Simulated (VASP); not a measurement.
# TiC (Fm-3m) in VASP: a series of runs

The runs below take TiC through single point, with PBE.

All numbers are computed with VASP 6.6.1; they aren't measurements. Logs are shortened: lines on timing, memory, paths and dates and some standing lists are left out, and cuts for length are marked.

## (1) The cell of the first run

It takes space group Fm-3m (No. 225, cubic). Conventional cell: a = 4.319 Å, b = 4.319 Å, c = 4.319 Å, α = 90.00°, β = 90.00°, γ = 90.00°. Within 2.9 Å of Ti (site symmetry m-3m) lie 6 C at 2.16 Å. Within 2.9 Å of C (site symmetry m-3m) lie 6 Ti at 2.16 Å.

## (2) Single point, PBE

File INCAR:

```
SYSTEM = TiC
  PREC = Accurate
  ENCUT = 520
  EDIFF = 1E-6
  ISMEAR = -1
  SIGMA = 0.15
  LREAL = .FALSE.
  LASPH = .TRUE.
  NELM = 60
  ALGO = Normal
  ISIF = 2
  LWAVE = .FALSE.
  LCHARG = .FALSE.
  GGA = PE
  NBANDS = 15
```

File KPOINTS:

```
Automatic mesh
0
G
  3 3 3
  0 0 0
```

File POSCAR:

```
TiC
1.0
    3.0537110000      0.0000000000      0.0000000000
    1.5268555000      2.6445913018      0.0000000000
    1.5268555000      0.8815304339      2.4933445906
Ti C
1 1
Direct
    0.0000000000      0.0000000000      0.0000000000
    0.5000000000      0.5000000000      0.5000000000
```

Potentials or basis: VASP PAW PBE potentials, release 64 (Ti_sv, C).

On the command line:

```console
$ cat potpaw_PBE.64/Ti_sv/POTCAR potpaw_PBE.64/C/POTCAR > POTCAR
$ mpirun -np 1 vasp_std > vasp.out
```

OUTCAR:

```text
SYSTEM = TiC
   PREC = Accurate
   ENCUT = 520
   EDIFF = 1E-6
   ISMEAR = -1
   LREAL = .FALSE.
   LASPH = .TRUE.
   NELM = 60
   ISIF = 2
   GGA = PE

 ion  position               nearest neighbor table
   1  0.000  0.000  0.000-   2 2.16   2 2.16   2 2.16   2 2.16   2 2.16   2 2.16
   2  0.500  0.500  0.500-   1 2.16   1 2.16   1 2.16   1 2.16   1 2.16   1 2.16

  LATTYP: Found a face centered cubic cell.
 ALAT       =     4.3185995117

  Lattice vectors:

 A1 = (   3.0537110000,   0.0000000000,   0.0000000000)
 A2 = (   1.5268555000,   2.6445913018,   0.0000000000)
 A3 = (   1.5268555000,   0.8815304339,   2.4933445906)

Analysis of symmetry for initial positions (statically):
=====================================================================
 Subroutine PRICEL returns:
 Original cell was already a primitive cell.

 Routine SETGRP: Setting up the symmetry group for a
 face centered cubic supercell.

 Subroutine GETGRP returns: Found 48 space group operations
[... 9 lines left out ...]

 Routine SETGRP: Setting up the symmetry group for a
 face centered cubic supercell.

 Subroutine GETGRP returns: Found 48 space group operations
 (whereof 48 operations were pure point group operations)
 out of a pool of 48 trial point group operations.

The dynamic configuration has the point symmetry O_h .

 Subroutine INISYM returns: Found 48 space group operations
 (whereof 48 operations are pure point group operations),
 and found     1 'primitive' translations

----------------------------------------------------------------------------------------

                                     Primitive cell

  volume of cell :      20.1358

  direct lattice vectors                    reciprocal lattice vectors
     3.053711000  0.000000000  0.000000000     0.327470412 -0.189065131 -0.133689236
     1.526855500  2.644591302  0.000000000     0.000000000  0.378130261 -0.133689236
     1.526855500  0.881530434  2.493344591     0.000000000  0.000000000  0.401067708

  length of vectors
     3.053711000  3.053711000  3.053711000     0.401067708  0.401067708  0.401067708

  position of ions in fractional coordinates (direct lattice)
     0.000000000  0.000000000  0.000000000
     0.500000000  0.500000000  0.500000000

  ion indices of the primitive-cell ions
   primitive index   ion index
                 1           1
                 2           2

----------------------------------------------------------------------------------------

 KPOINTS: Automatic mesh

Automatic generation of k-mesh.
 Grid dimensions read from file:
 generate k-points for:    3    3    3

 Generating k-lattice:

  Cartesian coordinates                     Fractional coordinates (reciprocal lattice)
     0.109156804 -0.063021710 -0.044563079     0.333333333  0.000000000  0.000000000
     0.000000000  0.126043420 -0.044563079     0.000000000  0.333333333  0.000000000
     0.000000000  0.000000000  0.133689236     0.000000000  0.000000000  0.333333333

  Length of vectors
     0.133689236  0.133689236  0.133689236

  Shift w.r.t. Gamma in fractional coordinates (k-lattice)
     0.000000000  0.000000000  0.000000000

 Subroutine IBZKPT returns following result:
 ===========================================

 Found      4 irreducible k-points:

 Following reciprocal coordinates:
            Coordinates               Weight
  0.000000  0.000000  0.000000      1.000000
  0.333333 -0.000000  0.000000      8.000000
  0.333333  0.333333 -0.000000      6.000000
 -0.333333  0.333333 -0.000000     12.000000
   k-points           NKPTS =      4   k-points in BZ     NKDIM =      4   number of bands    NBANDS=     15
   number of dos      NEDOS =    301   number of ions     NIONS =      2
   total plane-waves  NPLWV =  13824
   dimension x,y,z NGX =    24 NGY =   24 NGZ =   24
   dimension x,y,z NGXF=    48 NGYF=   48 NGZF=   48
   ions per type =               1   1
   NGX,Y,Z   is equivalent  to a cutoff of  13.07, 13.07, 13.07 a.u.
   NGXF,Y,Z  is equivalent  to a cutoff of  26.13, 26.13, 26.13 a.u.
 SYSTEM =  TiC
   PREC   = accura    normal or accurate (medium, high low for compatibility)
   ISTART =      0    job   : 0-new  1-cont  2-samecut
   ICHARG =      2    charge: 1-file 2-atom 10-const
   ISPIN  =      1    spin polarized calculation?
   LNONCOLLINEAR =      F non collinear calculations
   LSORBIT =      F    spin-orbit coupling
   LASPH  =      T    aspherical Exc in radial PAW
   ENCUT  =  520.0 eV  38.22 Ry    6.18 a.u.   5.68  5.68  5.68*2*pi/ulx,y,z
   NELM   =     60;   NELMIN=  2; NELMDL= -5     # of ELM steps
   EDIFF  = 0.1E-05   stopping-criterion for ELM
   LREAL  =      F    real-space projection
   EDIFFG = 0.1E-04   stopping-criterion for IOM
   NSW    =      0    number of steps for IOM
   IBRION =     -1    ionic relax: 0-MD 1-quasi-New 2-CG
   NFREE  =      0    steps in history (QN), initial steepest desc. (CG)
   ISIF   =      2    stress and relaxation
   ISYM   =      2    0-nonsym 1-usesym 2-fastsym
   POTIM  = 0.5000    time-step for ionic-motion
   TEBEG  =    0.0;   TEEND  =   0.0 temperature during run
   PSTRESS=    0.0 pullay stress
   NELECT =      16.0000    total number of electrons
   NUPDOWN=      -1.0000    fix difference up-down
   EMIN   =  10.00;   EMAX   =-10.00  energy-range for DOS
   EFERMI =   0.00;   METHOD = LEGACY
   ISMEAR =    -1;   SIGMA  =   0.15  broadening in eV -4-tet -1-fermi 0-gaus
   EFERMI_NEDOS =   21; number of points for ismear=-14 and -15
   IALGO  =     38    algorithm
   IMIX   =      4    mixing-type and parameters
     AMIX     =   0.40;   BMIX     =  1.00
     AMIX_MAG =   1.60;   BMIX_MAG =  1.00
  volume/ion in A,a.u.               =      10.07        67.94
  Fermi-wavevector in a.u.,A,eV,Ry     =   1.516324  2.865436 31.283022  2.299237
  Thomas-Fermi vector in A             =   2.625729
   LORBIT       =      0    0 simple, 1 ext, 2 COOP (PROOUT), +10 PAW based schemes
   GGA     = PE    functional components
   LHFCALC =     F    Hartree Fock is set to
   AEXX    =    0.0000 exact exchange contribution
   IVDW    =     0    specifies the selected vdW correction
   LEPSILON=     F    determine dielectric tensor
   LRPA    =     F    only Hartree local field effects (RPA)
 non-spin polarized calculation
  energy-cutoff  :      520.00
  volume of cell :       20.14
 maximum number of plane-waves:       556
 NGX is ok and might be reduce to    24
   NGX = 11   NGY = 11   NGZ = 11

 number of electron      16.0000002 magnetization

 Free energy of the ion-electron system (eV)
  ---------------------------------------------------
  ext. energy  EPLUGINS =         0.00000000
  ---------------------------------------------------
  free energy    TOTEN  =       -18.54895852 eV

  energy without entropy =      -18.47256666  energy(sigma->0) =      -18.51076259

 E-fermi :   9.3222     XC(G=0): -12.7500

 val. band max:        9.1571775948   @ k =   0.3333   0.3333  -0.0000
 cond. band min:      10.2199677235   @ k =   0.0000   0.0000   0.0000
 fundamental gap:      1.0627901287
 Fermi energy:         9.3221700112

 k-point     1 :       0.0000    0.0000    0.0000
  band No.  band energies     occupation
      1     -47.0320      2.00000
      2     -23.0525      2.00000
      3     -23.0525      2.00000
      4     -23.0525      2.00000
      5      -2.9384      2.00000
      6      10.2200      0.00502
      7      10.2200      0.00502
      8      10.2200      0.00502
      9      11.1762      0.00001
     10      11.1762      0.00001
     11      11.1763      0.00001
     12      11.2599      0.00000
     13      11.2599      0.00000
     14      20.1129      0.00000
     15      23.5885      0.00000

 k-point     2 :       0.3333   -0.0000    0.0000
  band No.  band energies     occupation
      1     -46.9751      2.00000
      2     -23.4412      2.00000
      3     -23.0897      2.00000
      4     -23.0897      2.00000
      5      -0.7491      2.00000
      6       5.3607      2.00000
      7       7.1307      2.00000
      8       7.1307      2.00000
      9      11.8527      0.00000
     10      11.8527      0.00000
     11      12.8494      0.00000
     12      16.5901      0.00000
     13      16.5901      0.00000
     14      19.5272      0.00000
     15      25.0126      0.00000

 k-point     3 :       0.3333    0.3333   -0.0000
  band No.  band energies     occupation
      1     -46.9563      2.00000
      2     -23.3981      2.00000
      3     -23.1828      2.00000
      4     -23.1828      2.00000
      5      -0.8957      2.00000
      6       5.5964      2.00000
      7       8.3707      1.99649
      8       9.1572      1.50050
      9       9.1572      1.50050
     10      11.9998      0.00000
     11      13.4442      0.00000
     12      13.4442      0.00000
     13      16.0064      0.00000
     14      22.6436      0.00000
     15      24.3411      0.00000

 k-point     4 :      -0.3333    0.3333   -0.0000
  band No.  band energies     occupation
      1     -46.9372      2.00000
      2     -23.3895      2.00000
      3     -23.3713      2.00000
      4     -23.1554      2.00000
      5       0.1008      2.00000
      6       5.3003      2.00000
      7       6.2631      2.00000
      8       7.2776      2.00000
      9      11.7799      0.00000
     10      12.4146      0.00000
     11      13.5230      0.00000
     12      14.8733      0.00000
     13      16.1662      0.00000
     14      21.7592      0.00000
     15      23.2098      0.00000

------------------------ aborting loop because EDIFF is reached ----------------------------------------

  FORCE on cell =-STRESS in cart. coord.  units (eV):
  Direction    XX          YY          ZZ          XY          YZ          ZX
  --------------------------------------------------------------------------------------
  -------------------------------------------------------------------------------------
  Total        0.4867405      0.4867405      0.4867405     -0.0000000     -0.0000000      0.0000000
  in kB       38.7292632     38.7292632     38.7292632     -0.0000000     -0.0000000      0.0000000
  external PRESSURE =      38.7292632 kB  Pullay stress =       0.0000000 kB

 VOLUME and BASIS-vectors are now :
 -----------------------------------------------------------------------------
  energy-cutoff  :      520.00
  volume of cell :       20.14
      direct lattice vectors                 reciprocal lattice vectors
     3.053711000  0.000000000  0.000000000     0.327470412 -0.189065131 -0.133689236
     1.526855500  2.644591302  0.000000000     0.000000000  0.378130261 -0.133689236
     1.526855500  0.881530434  2.493344591     0.000000000  0.000000000  0.401067708

 POSITION                                       TOTAL-FORCE (eV/Angst)
 -----------------------------------------------------------------------------------
      0.00000      0.00000      0.00000         0.000000     -0.000000      0.000000
      3.05371      1.76306      1.24667        -0.000000      0.000000      0.000000
 -----------------------------------------------------------------------------------
    total drift:                               -0.000000      0.000000      0.000000

  FREE ENERGIE OF THE ION-ELECTRON SYSTEM (eV)
  ---------------------------------------------------
  free  energy   TOTEN  =       -18.5489585232 eV

  energy  without entropy=      -18.4725666634  energy(sigma->0) =      -18.51076259
```

Wall time 9.6 s (1 thread of AMD EPYC 7R13, shared host); peak memory 0.1 GiB.

What came out:

* Free energy: -18.5490 eV
* Pressure: 3.9 GPa
* Band gap on the k mesh: zero (band 8 reaches 10.22 eV, above the bottom of band 9 at 9.16 eV)

Caveat: the k points lie up to 0.84 Å⁻¹ apart.

## (3) Single point, PBE

File INCAR:

```
ALGO = Normal ; EDIFF = 1E-6
ENCUT = 520 ; GGA = PE
ISIF = 2 ; ISMEAR = -1
LASPH = True ; LCHARG = True
LELF = True ; LREAL = False
LVHAR = True ; LWAVE = False
NBANDS = 15 ; NELM = 80
PREC = Accurate ; SIGMA = 0.15
```

File KPOINTS:

```
k-points
0
Gamma
  5 5 5
```

POSCAR is that of step 2.

Potentials or basis: VASP PAW PBE potentials, release 64 (Ti_sv, C).

On the command line:

```console
$ cat potpaw_PBE.64/Ti_sv/POTCAR potpaw_PBE.64/C/POTCAR > POTCAR
$ mpirun -np 1 vasp_std > vasp.out
```

Run time: 12 s. Hardware: 1 thread of AMD EPYC 7R13, shared host; peak memory 0.1 GiB.

The run converged. Its results:

* Free energy: -18.6978 eV
* Pressure: 2.9 GPa
* Band gap on the k mesh: zero (band 8 reaches 10.22 eV, above the bottom of band 9 at 9.28 eV)

Levels at points of the mesh, in eV from the Fermi level:
| k point | band 5 | band 6 | band 7 | band 8 | band 9 | band 10 | band 11 | band 12 |
| --- | --- | --- | --- | --- | --- | --- | --- | --- |
| (0.00, 0.00, 0.00) | -12.32 | 0.82 | 0.82 | 0.82 | 1.80 | 1.80 | 1.80 | 1.86 |

Caveat: the k points lie up to 0.50 Å⁻¹ apart.
